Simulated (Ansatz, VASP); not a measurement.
## Mg2Si: VASP beside Ansatz

POSCAR

```
Mg2Si
1.0
    0.0000000000      3.1369585574      3.1369585574
    3.1369585574      0.0000000000      3.1369585574
    3.1369585574      3.1369585574      0.0000000000
Mg Si
2 1
Direct
    0.2500000000      0.2500000000      0.2500000000
    0.7500000000      0.7500000000      0.7500000000
    0.0000000000      0.0000000000      0.0000000000
```

Contents of INCAR.step1:

```
SYSTEM = Mg2Si
PREC = Accurate
ENCUT = 660
ISMEAR = 0
SIGMA = 0.01
LREAL = .False.
LASPH = .True.
NELM = 120
NBANDS = 11
GGA = PE
ALGO = Normal
EDIFF = 1E-5
LWAVE = .True.
LCHARG = .False.
GGA_COMPAT = .False.
```

INCAR.step2

```
SYSTEM = Mg2Si
PREC = Accurate
ENCUT = 660
EDIFF = 1E-6
ISMEAR = 0
SIGMA = 0.01
LREAL = .False.
LASPH = .True.
NELM = 120
ALGO = Normal
ISIF = 2
LWAVE = .False.
LCHARG = .True.
METAGGA = R2SCAN
LMIXTAU = .True.
LELF = .True.
LVHAR = .True.
NBANDS = 11
ISTART = 1
GGA_COMPAT = .False.
```

File KPOINTS:

```
Automatic mesh
0
Gamma
  6 6 6
  0 0 0
```

Input for Ansatz:

```yaml
crystal:
  lattice:
    - [0.0, 3.1369585574, 3.1369585574]
    - [3.1369585574, 0.0, 3.1369585574]
    - [3.1369585574, 3.1369585574, 0.0]
  atoms:
    - { symbol: Mg, position: [0.25, 0.25, 0.25] }
    - { symbol: Mg, position: [0.75, 0.75, 0.75] }
    - { symbol: Si, position: [0.0, 0.0, 0.0] }
kpoints:
  mp_grid: { grid: [6, 6, 6] }
hamiltonian:
  xc: r2scan
scf:
  occupations: { method: fixed }
  n_extra_bands: 4
output:
  forces: true
  stress: true
  eigenvalues: true
```

Alike in both runs: task single point; functional r2SCAN; k mesh 6 × 6 × 6; no spin polarisation.

```csv
,VASP,Ansatz
version,VASP 6.6.1,Ansatz 0.2.0
potentials or method,"VASP PAW PBE potentials, release 64 (Mg, Si)","plane waves, PAW"
plane-wave cutoff (eV),660,500
occupations,"gaussian, width 0.01 eV",fixed
valence electrons in the cell,8,24
```

```tsv
	VASP	Ansatz	Ansatz less VASP
gap on the k mesh at the Fermi level (eV)	0.41	0.41	-0.003
pressure (GPa)	1.6	1.9	+0.29
```

VASP's potentials were made for PBE, not for r2SCAN. VASP's potentials hold 8 valence electrons a cell and Ansatz's 24, so a difference there can come from the potentials and not from the codes.
